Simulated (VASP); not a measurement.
ZrS, 2 atoms in the cell. Symmetry: Fm-3m, No. 225, cubic system. Conventional cell: a = 5.425 Å, b = 5.425 Å, c = 5.425 Å, α = 90.00°, β = 90.00°, γ = 90.00°. Within 3.6 Å of Zr (site symmetry m-3m) lie 6 S at 2.71 Å. Within 3.6 Å of S (site symmetry m-3m) lie 6 Zr at 2.71 Å. 

```yaml
Program: VASP 6.6.1
Task: single point
Functional: LDA
Potentials_or_basis: VASP PAW LDA potentials, release 64 (Zr_sv, S)
Cutoff: 520 eV
k_mesh: 16 × 16 × 16
Occupations: gaussian, width 0.15 eV
Spin: collinear spin
Starting_moments: "[0.8, 0.0] μB"
Fixed_moment: 0.8 μB
Dipole_correction: no
Further_INCAR_settings: ALGO = Normal; EDIFF = 1e-06; NBANDS = 20
```

Potentials or basis: VASP PAW LDA potentials, release 64 (Zr_sv, S).

Command:

```console
$ cat potpaw_LDA.64/Zr_sv/POTCAR potpaw_LDA.64/S/POTCAR > POTCAR
$ mpirun -np 1 vasp_std > vasp.out
```

Hardware: 1 thread of Intel Xeon 8259CL, with other jobs on the host.

Question: Estimate the wall time of this run.

Answer: Run time: 6.3 min on 1 thread of Intel Xeon 8259CL (shared host), peak memory 0.29 GiB. Counts: scf iterations 13, k points 145.
